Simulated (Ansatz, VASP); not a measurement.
# Two plane-wave programs on B

```xyz
4
Lattice="1.7152 0.0000 0.0000 -0.8576 1.4854 0.0000 0.0000 0.0000 18.3283" Properties=species:S:1:pos:R:3 pbc="T T T"
B     0.8576    1.4854   18.3283
B     0.8576    1.4854    9.1641
B     0.0000    0.9903    4.5821
B     0.8576    0.4951   13.7462
```

Alike in both runs: functional PBE; k mesh 17 × 17 × 5; occupations fermi-dirac, width 0.1 eV; no spin polarisation.

Ansatz relaxed the structure, and its values are those at the end. VASP's run is a single point on that final structure, the one shown.

|  | VASP | Ansatz |
| --- | --- | --- |
| version | VASP 6.6.1 | Ansatz 0.2.0 |
| potentials or method | VASP PAW PBE potentials, release 64 (B), cutoff 500 eV | plane waves (420 eV) with PAW, scalar-relativistic |
| valence electrons in the cell | 12 | 12 |

```tsv
	VASP	Ansatz	Ansatz less VASP
pressure (GPa)	-0.1	0.0	+0.04
```
